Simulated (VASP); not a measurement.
# Mg2Ge2N (P6/mmm) in VASP: notebook, part 2 of 2

VASP 6.6.1. The steps go on from the part before.

### 4 Relaxation of cell and atoms, PBE

Contents of INCAR:

```
  ALGO = Normal
  EDIFF = 1E-6
  EDIFFG = -0.04
  ENCUT = 600
  GGA = PE
  IBRION = 2
  ISIF = 3
  ISMEAR = 0
  LASPH = True
  LCHARG = False
  LREAL = False
  LWAVE = False
  NELM = 60
  NSW = 90
  PREC = Accurate
  SIGMA = 0.1
```

Contents of KPOINTS:

```
k-points
0
Gamma
  6 6 4
```

Contents of POSCAR:

```
Mg2Ge2N
1.0
    3.0015703400      0.0000000000      0.0000000000
   -1.5007851700      2.5994361700      0.0000000000
    0.0000000000      0.0000000000      7.0022811100
Mg Ge N
2 2 1
Direct
    0.3333333300      0.6666666700      0.0000000000
    0.6666666700      0.3333333300      0.0000000000
    0.3333333300      0.6666666700      0.5000000000
    0.6666666700      0.3333333300      0.5000000000
    0.0000000000      0.0000000000      0.0000000000
```

Potentials or basis: VASP PAW PBE potentials, release 64 (Mg, Ge_d, N).

Started as:

```bash
> cat potpaw_PBE.64/Mg/POTCAR potpaw_PBE.64/Ge_d/POTCAR potpaw_PBE.64/N/POTCAR > POTCAR
> mpirun -np 1 vasp_std > vasp.out
```

OUTCAR:

```text
EDIFF = 1E-6
   EDIFFG = -0.04
   ENCUT = 600
   GGA = PE
   IBRION = 2
   ISIF = 3
   ISMEAR = 0
   LASPH = True
   LREAL = False
   NELM = 60
   NSW = 90
   PREC = Accurate

 ion  position               nearest neighbor table
   1  0.333  0.667  0.000-   5 1.73   2 1.73   2 1.73   5 1.73   5 1.73   2 1.73   2 3.47   2 3.47
                             2 3.47
   2  0.667  0.333  0.000-   5 1.73   1 1.73   1 1.73   5 1.73   5 1.73   1 1.73   1 3.47   1 3.47
                             1 3.47
   3  0.333  0.667  0.500-   4 1.73   4 1.73   4 1.73
   4  0.667  0.333  0.500-   3 1.73   3 1.73   3 1.73
   5  0.000  0.000  0.000-   1 1.73   2 1.73   2 1.73   1 1.73   2 1.73   1 1.73

 -----------------------------------------------------------------------------
|                                                                             |
|           W    W    AA    RRRRR   N    N  II  N    N   GGGG   !!!           |
|           W    W   A  A   R    R  NN   N  II  NN   N  G    G  !!!           |
|           W    W  A    A  R    R  N N  N  II  N N  N  G       !!!           |
|           W WW W  AAAAAA  RRRRR   N  N N  II  N  N N  G  GGG   !            |
|           WW  WW  A    A  R   R   N   NN  II  N   NN  G    G                |
|           W    W  A    A  R    R  N    N  II  N    N   GGGG   !!!           |
|                                                                             |
|     The distance between some ions is very small. Please check the          |
|     nearest-neighbor list in the OUTCAR file.                               |
|     I HOPE YOU KNOW WHAT YOU ARE DOING!                                     |
|                                                                             |
 -----------------------------------------------------------------------------

  LATTYP: Found a hexagonal cell.
 ALAT       =     3.0015703400
 C/A-ratio  =     2.3328725690

  Lattice vectors:

 A1 = (   3.0015703400,   0.0000000000,   0.0000000000)
 A2 = (  -1.5007851700,   2.5994361700,   0.0000000000)
 A3 = (   0.0000000000,   0.0000000000,   7.0022811100)

Analysis of symmetry for initial positions (statically):
=====================================================================
 Subroutine PRICEL returns:
 Original cell was already a primitive cell.

 Routine SETGRP: Setting up the symmetry group for a
 hexagonal supercell.

 Subroutine GETGRP returns: Found 24 space group operations
 (whereof 24 operations were pure point group operations)
 out of a pool of 24 trial point group operations.

The static configuration has the point symmetry D_6h.

Analysis of symmetry for dynamics (positions and initial velocities):
=====================================================================
 Subroutine PRICEL returns:
 Original cell was already a primitive cell.

 Routine SETGRP: Setting up the symmetry group for a
 hexagonal supercell.

 Subroutine GETGRP returns: Found 24 space group operations
 (whereof 24 operations were pure point group operations)
 out of a pool of 24 trial point group operations.

The dynamic configuration has the point symmetry D_6h.

 Subroutine INISYM returns: Found 24 space group operations
 (whereof 24 operations are pure point group operations),
 and found     1 'primitive' translations

----------------------------------------------------------------------------------------

                                     Primitive cell

  volume of cell :      54.6345

  direct lattice vectors                    reciprocal lattice vectors
     3.001570340  0.000000000  0.000000000     0.333158942  0.192349405  0.000000000
[... 72 lines left out ...]
   total plane-waves  NPLWV =  32256
   dimension x,y,z NGX =    24 NGY =   24 NGZ =   56
   dimension x,y,z NGXF=    48 NGYF=   48 NGZF=  112
   ions per type =               2   2   1
   NGX,Y,Z   is equivalent  to a cutoff of  13.29, 13.29, 13.30 a.u.
   NGXF,Y,Z  is equivalent  to a cutoff of  26.59, 26.59, 26.59 a.u.
 SYSTEM =  unknown system
   PREC   = accura    normal or accurate (medium, high low for compatibility)
   ISTART =      0    job   : 0-new  1-cont  2-samecut
   ICHARG =      2    charge: 1-file 2-atom 10-const
   ISPIN  =      1    spin polarized calculation?
   LNONCOLLINEAR =      F non collinear calculations
   LSORBIT =      F    spin-orbit coupling
   LASPH  =      T    aspherical Exc in radial PAW
   ENCUT  =  600.0 eV  44.10 Ry    6.64 a.u.   5.99  5.99 13.99*2*pi/ulx,y,z
   NELM   =     60;   NELMIN=  2; NELMDL= -5     # of ELM steps
   EDIFF  = 0.1E-05   stopping-criterion for ELM
   LREAL  =      F    real-space projection
   EDIFFG = -.4E-01   stopping-criterion for IOM
   NSW    =     90    number of steps for IOM
   IBRION =      2    ionic relax: 0-MD 1-quasi-New 2-CG
   NFREE  =      1    steps in history (QN), initial steepest desc. (CG)
   ISIF   =      3    stress and relaxation
   ISYM   =      2    0-nonsym 1-usesym 2-fastsym
   POTIM  = 0.5000    time-step for ionic-motion
   TEBEG  =    0.0;   TEEND  =   0.0 temperature during run
   PSTRESS=    0.0 pullay stress
   NELECT =      37.0000    total number of electrons
   NUPDOWN=      -1.0000    fix difference up-down
   EMIN   =  10.00;   EMAX   =-10.00  energy-range for DOS
   EFERMI =   0.00;   METHOD = LEGACY
   ISMEAR =     0;   SIGMA  =   0.10  broadening in eV -4-tet -1-fermi 0-gaus
   EFERMI_NEDOS =   21; number of points for ismear=-14 and -15
   IALGO  =     38    algorithm
   IMIX   =      4    mixing-type and parameters
     AMIX     =   0.40;   BMIX     =  1.00
     AMIX_MAG =   1.60;   BMIX_MAG =  1.00
  volume/ion in A,a.u.               =      10.93        73.74
  Fermi-wavevector in a.u.,A,eV,Ry     =   1.437649  2.716763 28.121010  2.066836
  Thomas-Fermi vector in A             =   2.556704
   LORBIT       =      0    0 simple, 1 ext, 2 COOP (PROOUT), +10 PAW based schemes
   GGA     = PE    functional components
   LHFCALC =     F    Hartree Fock is set to
   AEXX    =    0.0000 exact exchange contribution
   IVDW    =     0    specifies the selected vdW correction
   LEPSILON=     F    determine dielectric tensor
   LRPA    =     F    only Hartree local field effects (RPA)
 conjugate gradient relaxation of ions
 non-spin polarized calculation
 Gauss-broadening in eV      SIGMA  =   0.10
  energy-cutoff  :      600.00
  volume of cell :       54.63
 maximum number of plane-waves:      1860
 NGX is ok and might be reduce to    24
   NGX = 11   NGY = 11   NGZ = 27

--------------------------------------- Ionic step        1  -------------------------------------------

 number of electron      37.0000016 magnetization

 Free energy of the ion-electron system (eV)
  ---------------------------------------------------
  ext. energy  EPLUGINS =         0.00000000
  ---------------------------------------------------
  free energy    TOTEN  =        12.34558567 eV

  energy without entropy =       12.36187437  energy(sigma->0) =       12.35373002

 E-fermi :  10.2981     XC(G=0): -11.6765

 val. band max:       10.2897146116   @ k =   0.3333   0.0000   0.0000
 cond. band min:      10.3605406757   @ k =   0.3333   0.1667   0.0000
 fundamental gap:      0.0708260640
 Fermi energy:        10.2981094054
[... 561 lines left out ...]
--------------------------------------- Ionic step        2  -------------------------------------------

 number of electron      36.9999954 magnetization

------------------------ aborting loop EDIFF was not reached (unconverged)  ----------------------------

  FORCE on cell =-STRESS in cart. coord.  units (eV):
  Direction    XX          YY          ZZ          XY          YZ          ZX
  --------------------------------------------------------------------------------------
  -------------------------------------------------------------------------------------
  Total      446.0161170    446.0161201   -914.4080899      0.0000000     -0.0000000      0.0000000
  in kB     2713.8412853   2713.8413042  -5563.8312866      0.0000000     -0.0000000      0.0000000
  external PRESSURE =     -45.3828991 kB  Pullay stress =       0.0000000 kB
[... 1658 lines left out ...]
     21       7.6276      0.00000
     22       7.6276      0.00000

[... ionic steps 4 to 16 ...]

--------------------------------------- Ionic step       17  -------------------------------------------

 number of electron      37.0000085 magnetization

------------------------ aborting loop because EDIFF is reached ----------------------------------------
[... 73 lines left out ...]
--------------------------------------- Ionic step       19  -------------------------------------------

 number of electron      37.0000082 magnetization

 Free energy of the ion-electron system (eV)
  ---------------------------------------------------
  ext. energy  EPLUGINS =         0.00000000
  ---------------------------------------------------
  free energy    TOTEN  =       -17.19012792 eV

  energy without entropy =      -17.17323304  energy(sigma->0) =      -17.18168048

 E-fermi :   4.3305     XC(G=0):  -9.8421

 val. band max:        4.3016536922   @ k =   0.3333   0.0000   0.2500
 cond. band min:       4.3374212709   @ k =   0.1667   0.0000   0.0000
 fundamental gap:      0.0357675787
 Fermi energy:         4.3304993750
[... 555 lines left out ...]
  FREE ENERGIE OF THE ION-ELECTRON SYSTEM (eV)
  ---------------------------------------------------
  free  energy   TOTEN  =       -17.1901279159 eV

  energy  without entropy=      -17.1732330362  energy(sigma->0) =      -17.18168048

 reached required accuracy - stopping structural energy minimisation
```

OSZICAR:

```text
N       E                     dE             d eps       ncg     rms          rms(c)
DAV:   1     0.380663241999E+03    0.38066E+03   -0.20767E+04  1058   0.476E+03
DAV:   2     0.642368621892E+02   -0.31643E+03   -0.31036E+03   942   0.860E+02
DAV:   3     0.726888763897E+01   -0.56968E+02   -0.56086E+02  1016   0.218E+02
[... 393 lines left out ...]
DAV:   4    -0.171902653184E+02    0.32554E-02   -0.98657E-03  1260   0.692E-01    0.870E-02
DAV:   5    -0.171901478350E+02    0.11748E-03   -0.11028E-03  1086   0.411E-01    0.486E-02
DAV:   6    -0.171901301624E+02    0.17673E-04   -0.77195E-05  1092   0.804E-02    0.202E-02
DAV:   7    -0.171901281082E+02    0.20542E-05   -0.83065E-06   824   0.219E-02    0.358E-03
DAV:   8    -0.171901279159E+02    0.19231E-06   -0.10609E-06   522   0.918E-03
  19 F= -.17190128E+02 E0= -.17181680E+02  d E =-.286061E-02
```

Run time: 15 min. Hardware: 1 thread of Intel Xeon Platinum 8259CL at 2.50GHz (Skylake/Cascade Lake), shared host; peak memory 0.21 GiB.

Results:

```yaml
Free_energy: -17.1901 eV
Relaxed_volume: 17.73 Å³/atom
Relaxed_cell: a = 4.138 Å, b = 4.138 Å, c = 5.977 Å, α = 90.00°, β = 90.00°, γ = 120.00°
Space_group_after_relaxing_to_0.05_Å: P6/mmm (No. 191)
Energy_gained_by_relaxing: 5907.1 meV/atom
Ionic_steps: 19
Pressure_after_relaxing: 0.0 GPa
```

The path:
```csv
step,energy change (eV),largest force (eV/Å),pressure (GPa),volume (Å³)
1,0.0000,0.0000,244.13,54.63
2,-493.2702,0.0000,-4.54,263.32
3,1826.0953,0.0000,-97.73,1753.94
4,555.8352,0.0000,-111.27,520.92
5,248.5095,0.0000,-302.68,379.68
6,75.7324,0.0000,-170.06,297.61
7,52.0735,0.0000,-142.14,280.43
8,41.7645,0.0000,-128.87,271.81
9,-21.4662,0.0000,84.69,63.79
10,-27.0905,0.0000,-15.38,128.66
11,-28.7812,0.0000,-9.37,110.76
12,-29.4055,0.0000,-2.86,96.85
13,-29.4156,0.0000,-0.78,94.33
14,-29.4267,0.0000,-0.71,93.99
15,-29.4583,0.0000,-0.65,92.96
16,-29.5068,0.0000,-0.24,90.91
17,-29.5288,0.0000,1.13,86.74
18,-29.5329,0.0000,0.83,87.84
19,-29.5357,0.0000,0.04,88.63
```

Final structure:
```
Mg Ge N
1.0
     4.13792    0.00000    0.00000
    -2.06896    3.58355    0.00000
     0.00000    0.00000    5.97701
Mg Ge N
2 2 1
Direct
  0.33333 0.66667 0.00000
  0.66667 0.33333 0.00000
  0.33333 0.66667 0.50000
  0.66667 0.33333 0.50000
  0.00000 0.00000 0.00000
```

Levels at points of the mesh, in eV from the Fermi level:
| k point | band 17 | band 18 | band 19 | band 20 | band 21 | band 22 |
| --- | --- | --- | --- | --- | --- | --- |
| (0.00, 0.00, 0.00) | -1.74 | -1.74 | -1.30 | 0.13 | 3.21 | 3.21 |
| (0.50, 0.00, 0.00) | -2.26 | -1.99 | 0.09 | 0.67 | 1.19 | 3.60 |
| (0.00, 0.00, 0.50) | -1.75 | -1.69 | -1.69 | 1.49 | 3.02 | 3.63 |
| (0.50, 0.00, 0.50) | -1.44 | -1.39 | -0.73 | 0.69 | 3.03 | 4.06 |

Caveat: the k points lie up to 0.29 Å⁻¹ apart in the final cell; the volume moved by over 15 % at a fixed basis, so the end points are rough.

### 5 Single point, PBE

This run uses another cell than the first one, of 18.14 Å³/atom, 1.660 times its volume.

Contents of INCAR:

```
SYSTEM = Mg2Ge2N
PREC     = Accurate       ! precision mode
ENCUT    = 520            ! plane-wave cutoff, eV
EDIFF    = 1E-6           ! SCF threshold, eV
ISMEAR   = 0              ! smearing method
SIGMA    = 0.1            ! smearing width, eV
LREAL    = .FALSE.        ! projectors in reciprocal space
LASPH    = .TRUE.         ! aspherical terms in the spheres
NELM     = 80             ! most SCF steps
ALGO     = Normal         ! electronic algorithm
ISIF     = 2              ! what is computed and relaxed
LWAVE    = .FALSE.        ! write WAVECAR
LCHARG   = .FALSE.        ! write CHGCAR
GGA      = PE             ! functional
NBANDS   = 26             ! bands
```

Contents of KPOINTS:

```
regular mesh
0
G
  12 12 6
  0 0 0
```

Contents of POSCAR:

```
Mg2Ge2N
1.0
    4.1906858787      0.0000000000      0.0000000000
   -2.0953429394      3.6292404302      0.0000000000
    0.0000000000      0.0000000000      5.9631014029
Mg Ge N
2 2 1
Direct
    0.3333333333      0.6666666667      0.0000000000
    0.6666666667      0.3333333333      0.0000000000
    0.3333333333      0.6666666667      0.5000000000
    0.6666666667      0.3333333333      0.5000000000
    0.0000000000      0.0000000000      0.0000000000
```

Started as:

```bash
> cat potpaw_PBE.64/Mg/POTCAR potpaw_PBE.64/Ge_d/POTCAR potpaw_PBE.64/N/POTCAR > POTCAR
> mpirun -np 1 vasp_std > vasp.out
```

Run time: 2.9 min. Hardware: 1 thread of Intel Xeon Platinum 8259CL at 2.50GHz (Skylake/Cascade Lake), shared host; peak memory 0.33 GiB.

The run converged. Its results:

| Property | Result |
| --- | --- |
| Free energy | -17.4208 eV |
| Pressure | -0.1 GPa |

Levels at points of the mesh, in eV from the Fermi level:
```
           k point  band 16  band 17  band 18  band 19  band 20  band 21  band 22  band 23
(0.00, 0.00, 0.00)    -2.23    -1.78    -1.78    -1.45     0.15     3.12     3.12     3.60
(0.50, 0.00, 0.00)    -2.45    -2.25    -1.96     0.00     0.59     1.01     3.39     5.29
(0.00, 0.00, 0.50)    -2.17    -1.72    -1.72    -1.67     1.41     2.92     2.92     3.14
(0.50, 0.00, 0.50)    -2.83    -1.56    -1.38    -0.72     0.64     3.02     3.95     5.08
```

### 6 Overview

| task | cell | k mesh | cutoff (eV) | gap on the mesh (eV) | pressure (GPa) |
| --- | --- | --- | --- | --- | --- |
| single point | a = 3.002, b = 3.002, c = 7.002 Å, angles 90.0, 90.0, 120.0°, 5 atoms | 6 × 6 × 4 | 520 | none | 244.1 |
| single point | a = 4.188, b = 4.188, c = 5.954 Å, angles 90.0, 90.0, 120.0°, 5 atoms | 6 × 6 × 4 | 520 | none | 0.1 |
| relaxation of cell and atoms | relaxed from a = 3.002, b = 3.002, c = 7.002 Å, angles 90.0, 90.0, 120.0°, 5 atoms | 6 × 6 × 4 | 600 | none | 0.0 |
| single point | a = 4.191, b = 4.191, c = 5.963 Å, angles 90.0, 90.0, 120.0°, 5 atoms | 12 × 12 × 6 | 520 | none | -0.1 |

Alike in all rows: level PBE; potentials or basis VASP PAW PBE potentials, release 64 (Mg, Ge_d, N); no spin polarisation; smearing gaussian 0.1 eV.

Caveats: some runs use coarse meshes; the volume moved by over 15 % at a fixed basis, so the end points are rough (some runs).

Total energies depend on the potentials used, so only differences within one code and one set of settings carry meaning.
